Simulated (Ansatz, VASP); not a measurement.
# One calculation of Ni, two programs

```
CELL_PARAMETERS angstrom
0.00000 1.73781 1.73781
1.73781 0.00000 1.73781
1.73781 1.73781 0.00000
ATOMIC_POSITIONS crystal
Ni 0.00000 0.00000 0.00000
```

Alike in both runs: task relaxation of cell and atoms; functional r2SCAN; k mesh 20 × 20 × 20; occupations gaussian, width 0.1 eV; collinear spin.

|  | VASP | Ansatz |
| --- | --- | --- |
| version | VASP 6.6.1 | Ansatz 0.2.0 |
| potentials or method | VASP PAW PBE potentials, release 64 (Ni), cutoff 600 eV | scalar-relativistic, plane waves, PAW |
| valence electrons in the cell | 10 | 18 |

|  | VASP | Ansatz | Ansatz less VASP |
| --- | --- | --- | --- |
| gap on the k mesh at the Fermi level, each at its own relaxed structure (eV) | none | none | - |
| net moment per atom (μB) | 0.72 | 0.75 | +0.025 |
| size of the moment on the site where the two differ most (μB) | 0.74 | 0.82 | +0.073 |
| relaxed volume (Å³/atom) | 10.53 | 10.52 | -0.006 |
| relaxed length of the cell vector where the two differ most in proportion (Å) | 2.460 | 2.460 | -0.0005 |

VASP's potentials were made for PBE, not for r2SCAN. Site moments also hang on the region over which each program counts them. A gap of «none» marks a metal or a gap that the smearing closes. VASP's potentials hold 10 valence electrons a cell and Ansatz's 18, so a difference there can come from the potentials and not from the codes.
